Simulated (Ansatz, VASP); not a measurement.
**BiTe in VASP and in Ansatz**

INCAR

```
SYSTEM = BiTe
PREC = Accurate
ENCUT = 520
EDIFF = 1E-7
ISMEAR = 0
SIGMA = 0.15
LREAL = .False.
LASPH = .True.
NELM = 80
ALGO = Normal
ISIF = 2
LWAVE = .False.
LCHARG = .False.
GGA = PS
NBANDS = 18
```

The input KPOINTS:

```
regular mesh
0
Gamma
  14 14 14
  0 0 0
```

POSCAR

```
BiTe
1.0
    0.0000000000      3.2350000000      3.2350000000
    3.2350000000      0.0000000000      3.2350000000
    3.2350000000      3.2350000000      0.0000000000
Bi Te
1 1
Direct
   -0.0038639876     -0.0038639876      0.0038639876
    0.5000000000      0.5000000000      0.5000000000
```

Input for Ansatz:

```yaml
crystal:
  lattice:
    - [0.0, 3.235, 3.235]
    - [3.235, 0.0, 3.235]
    - [3.235, 3.235, 0.0]
  atoms:
    - { symbol: Bi, position: [-0.0038639876, -0.0038639876, 0.0038639876] }
    - { symbol: Te, position: [0.5, 0.5, 0.5] }
basis:
  ecutwfc: 420
kpoints:
  mp_grid: { grid: [14, 14, 14] }
hamiltonian:
  xc: pbesol
scf:
  occupations: { method: gaussian, width: 0.15 }
output:
  forces: true
  stress: true
  eigenvalues: true
```

Change from the starting cell: all Bi atoms moved +0.025 Å, as atom 1 towards its neighbour atom 2 (Te) at 3.235 Å.

Alike in both runs: task single point; functional PBEsol; k mesh 14 × 14 × 14; occupations gaussian, width 0.15 eV; no spin polarisation.

|  | VASP | Ansatz |
| --- | --- | --- |
| version | VASP 6.6.1 | Ansatz 0.2.0 |
| potentials or method | VASP PAW PBE potentials, release 64 (Bi_d, Te), cutoff 520 eV | scalar-relativistic, plane waves, PAW |
| valence electrons in the cell | 21 | 31 |

```csv
,VASP,Ansatz,Ansatz less VASP
gap on the k mesh at the Fermi level (eV),none,none,-
pressure (GPa),-1.7,-1.7,+0.02
rms of the force components (eV/Å),0.033,0.033,-0.0001
```

VASP's potentials were made for PBE, not for PBEsol. Atom by atom the forces differ by 0.000 eV/Å (rms over components). A gap of «none» marks a metal or a gap that the smearing closes. The functional is the same, so the differences come from potentials, cutoffs and numerics. VASP's potentials hold 21 valence electrons a cell and Ansatz's 31, so a difference there can come from the potentials and not from the codes.

Spin-orbit coupling is off throughout.
